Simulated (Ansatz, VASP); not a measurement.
## One calculation of AlNi, two programs

The input INCAR:

```
SYSTEM = AlNi
PREC = Accurate
ENCUT = 520
EDIFF = 1E-6
ISMEAR = 0
SIGMA = 0.15
LREAL = .FALSE.
LASPH = .TRUE.
NELM = 100
ALGO = Fast
ISIF = 2
LWAVE = .FALSE.
LCHARG = .TRUE.
GGA = PS
LELF = .TRUE.
LVHAR = .TRUE.
NBANDS = 14
```

File KPOINTS:

```
Automatic mesh
0
G
  20 20 20
  0 0 0
```

File POSCAR:

```
AlNi
1.0
    1.9910081659     -1.9910295416      0.0000000000
    1.9910081659      1.9910295416      0.0000000000
    0.0000000000      0.0000000000      2.8694088111
Al Ni
1 1
Direct
    0.0000000000      0.0000000000      0.0000000000
    0.5000000000      0.5000000000      0.5000000000
```

Input for Ansatz:

```yaml
crystal:
  lattice:
    - [1.9910081659, -1.9910295416, 0.0]
    - [1.9910081659, 1.9910295416, 0.0]
    - [0.0, 0.0, 2.8694088111]
  atoms:
    - { symbol: Al, position: [0.0, 0.0, 0.0] }
    - { symbol: Ni, position: [0.5, 0.5, 0.5] }
basis:
  ecutwfc: 420
kpoints:
  mp_grid: { grid: [20, 20, 20] }
hamiltonian:
  xc: pbesol
scf:
  occupations: { method: gaussian, width: 0.15 }
output:
  forces: true
  stress: true
  eigenvalues: true
```

Change from the starting cell: strain -0.0150 x Voigt [1, 1, 0, 0, 0, 0], atoms carried along.

Alike in both runs: task single point; functional PBEsol; k mesh 20 × 20 × 20; occupations gaussian, width 0.15 eV; no spin polarisation.

|  | VASP | Ansatz |
| --- | --- | --- |
| version | VASP 6.6.1 | Ansatz 0.2.0 |
| potentials or method | VASP PAW PBE potentials, release 64 (Al, Ni), cutoff 520 eV | scalar-relativistic, plane waves, PAW |
| valence electrons in the cell | 13 | 21 |

```csv
,VASP,Ansatz,Ansatz less VASP
gap on the k mesh at the Fermi level (eV),none,none,-
pressure (GPa),5.8,5.6,-0.19
"traceless stress, the component that is largest in VASP (GPa)",-1.03,-1.00,+0.029
```

VASP's potentials were made for PBE, not for PBEsol. A gap of «none» marks a metal or a gap that the smearing closes. The functional is the same, so the differences come from potentials, cutoffs and numerics. VASP's potentials hold 13 valence electrons a cell and Ansatz's 21, so a difference there can come from the potentials and not from the codes. Ansatz's warnings: near symmetry operations not taken.
